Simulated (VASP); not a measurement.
# Ba (Im-3m) in VASP: further runs, part 2 of 2

VASP 6.6.1. The steps go on from the part before.

## 5. Single point, PBE

INCAR reads:

```
SYSTEM = Ba
ALGO = Normal
EDIFF = 1E-6
ENCUT = 520
GGA = PE
ISIF = 2
ISMEAR = -1
LASPH = .True.
LCHARG = .False.
LREAL = .False.
LWAVE = .False.
NBANDS = 11
NELM = 100
PREC = Accurate
SIGMA = 0.2
```

KPOINTS reads:

```
k-points
0
Gamma
  9 9 9
  0 0 0
```

POSCAR reads:

```
Ba
1.0
   -2.5124914082      2.5124914082      2.5124914082
    2.5124914082     -2.5124914082      2.5124914082
    2.5124914082      2.5124914082     -2.5124914082
Ba
1
Direct
    0.0000000000      0.0000000000      0.0000000000
```

Potentials or basis: VASP PAW PBE potentials, release 64 (Ba_sv).

On the command line:

```bash
$ cat potpaw_PBE.64/Ba_sv/POTCAR > POTCAR
$ mpirun -np 1 vasp_std > vasp.out
```

OUTCAR:

```text
SYSTEM = Ba
   EDIFF = 1E-6
   ENCUT = 520
   GGA = PE
   ISIF = 2
   ISMEAR = -1
   LASPH = .True.
   LREAL = .False.
   NELM = 100
   PREC = Accurate

 ion  position               nearest neighbor table
   1  0.000  0.000  0.000-

  LATTYP: Found a body centered cubic cell.
 ALAT       =     5.0249828164

  Lattice vectors:

 A1 = (  -2.5124914082,   2.5124914082,   2.5124914082)
 A2 = (   2.5124914082,  -2.5124914082,   2.5124914082)
 A3 = (   2.5124914082,   2.5124914082,  -2.5124914082)

Analysis of symmetry for initial positions (statically):
=====================================================================
 Subroutine PRICEL returns:
 Original cell was already a primitive cell.

 Routine SETGRP: Setting up the symmetry group for a
 body centered cubic supercell.

 Subroutine GETGRP returns: Found 48 space group operations
 (whereof 48 operations were pure point group operations)
 out of a pool of 48 trial point group operations.

The static configuration has the point symmetry O_h .

[... 163 lines left out ...]

 k-point     1 :       0.0000    0.0000    0.0000
  band No.  band energies     occupation
      1     -27.2523      2.00000
      2     -12.2085      2.00000
      3     -12.2085      2.00000
      4     -12.2085      2.00000
      5      -1.1205      2.00000
      6       3.4534      0.00023
      7       3.4534      0.00023
      8       3.4534      0.00023
      9       4.8479      0.00000
     10       4.8479      0.00000
     11       8.5391      0.00000
[... 309 lines left out ...]
 k-point    24 :      -0.4444   -0.4444    0.1111
  band No.  band energies     occupation
      1     -27.2026      2.00000
      2     -12.6127      2.00000
      3     -12.4221      2.00000
      4     -12.2804      2.00000
      5       1.2711      1.72815
      6       2.2389      0.09583
      7       2.5752      0.01855
      8       4.0836      0.00001
      9       5.5792      0.00000
     10       7.0266      0.00000
     11       7.4073      0.00000

 [... further k-points ...]

------------------------ aborting loop because EDIFF is reached ----------------------------------------

  FORCE on cell =-STRESS in cart. coord.  units (eV):
  Direction    XX          YY          ZZ          XY          YZ          ZX
  --------------------------------------------------------------------------------------
  -------------------------------------------------------------------------------------
  Total        0.0690303      0.0690303      0.0690303     -0.0000000      0.0000000     -0.0000000
  in kB        1.7433190      1.7433190      1.7433190     -0.0000000      0.0000000     -0.0000000
  external PRESSURE =       1.7433190 kB  Pullay stress =       0.0000000 kB

 VOLUME and BASIS-vectors are now :
 -----------------------------------------------------------------------------
  energy-cutoff  :      520.00
  volume of cell :       63.44
      direct lattice vectors                 reciprocal lattice vectors
    -2.512491408  2.512491408  2.512491408     0.000000000  0.199005656  0.199005656
     2.512491408 -2.512491408  2.512491408     0.199005656  0.000000000  0.199005656
     2.512491408  2.512491408 -2.512491408     0.199005656  0.199005656  0.000000000

 POSITION                                       TOTAL-FORCE (eV/Angst)
 -----------------------------------------------------------------------------------
      0.00000      0.00000      0.00000        -0.000000      0.000000     -0.000000
 -----------------------------------------------------------------------------------
    total drift:                                0.000000      0.000000      0.000000

  FREE ENERGIE OF THE ION-ELECTRON SYSTEM (eV)
  ---------------------------------------------------
  free  energy   TOTEN  =        -2.0040416003 eV

  energy  without entropy=       -1.7879945660  energy(sigma->0) =       -1.89601808
```

stdout:

```text
POSCAR found type information on POSCAR Ba
 POSCAR found :  1 types and       1 ions
 scaLAPACK will be used
 LDA part: xc-table for (Slater+PW92), standard interpolation
 POSCAR, INCAR and KPOINTS ok, starting setup
 FFT: planning ... GRIDC
 FFT: planning ... GRID_SOFT
 FFT: planning ... GRID
 WAVECAR not read
 entering main loop
```

It took 19 s on 1 thread of Intel Xeon Platinum 8259CL at 2.50GHz (Skylake/Cascade Lake), shared host; peak memory 0.18 GiB.

Results:

```yaml
Free_energy: -2.0040 eV
Pressure: 0.2 GPa
Band_gap_on_the_k_mesh: zero (band 5 reaches 2.07 eV, above the bottom of band 6 at 1.17 eV)
```

Levels at points of the mesh, in eV from the Fermi level:
```csv
k point,band 3,band 4,band 5,band 6,band 7,band 8
"(0.00, 0.00, 0.00)",-13.85,-13.85,-2.76,1.81,1.81,1.81
```

Caveat: spin-orbit coupling is left out, which moves the levels of the heavy elements.

## 6. Single point, PBE

INCAR reads:

```
ALGO = Normal ; EDIFF = 1E-7
ENCUT = 520 ; GGA = PE
ISIF = 2 ; ISMEAR = -1
LASPH = True ; LCHARG = False
LREAL = False ; LWAVE = False
NBANDS = 11 ; NELM = 60
PREC = Accurate ; SIGMA = 0.3
```

KPOINTS reads:

```
k-points
0
Gamma
  9 9 9
```

POSCAR is that of step 5.

Potentials or basis: VASP PAW PBE potentials, release 64 (Ba_sv).

On the command line:

```bash
$ cat potpaw_PBE.64/Ba_sv/POTCAR > POTCAR
$ mpirun -np 1 vasp_std > vasp.out
```

It took 16 s on 1 thread of Intel Xeon Platinum 8259CL at 2.50GHz (Skylake/Cascade Lake), shared host; peak memory 0.18 GiB.

The run converged. Its results:

- Free energy: -2.1434 eV
- Pressure: 0.4 GPa
- Band gap on the k mesh: zero (band 5 reaches 2.08 eV, above the bottom of band 6 at 1.18 eV)

Levels at points of the mesh, in eV from the Fermi level:
```tsv
k point	band 2	band 3	band 4	band 5	band 6	band 7	band 8	band 9
(0.00, 0.00, 0.00)	-13.79	-13.79	-13.79	-2.72	1.85	1.85	1.85	3.25
```

Caveat: spin-orbit coupling is left out, which moves the levels of the heavy elements.

## 7. The runs side by side

```tsv
smearing	gap on the mesh (eV)	pressure (GPa)
fermi-dirac 0.1 eV	none	0.1
fermi-dirac 0.01 eV	none	0.1
fermi-dirac 0.03 eV	none	0.0
fermi-dirac 0.2 eV	none	0.2
fermi-dirac 0.3 eV	none	0.4
```

Alike in all rows: task single point; level PBE; potentials or basis VASP PAW PBE potentials, release 64 (Ba_sv); no spin polarisation; cell as given; k mesh 9 × 9 × 9; cutoff (eV) 520.

Every run on the cell as given and a fine mesh finds a metal.

Caveats: spin-orbit coupling is left out, which moves the levels of the heavy elements.

Absolute energies hang on the potentials; compare differences alone.
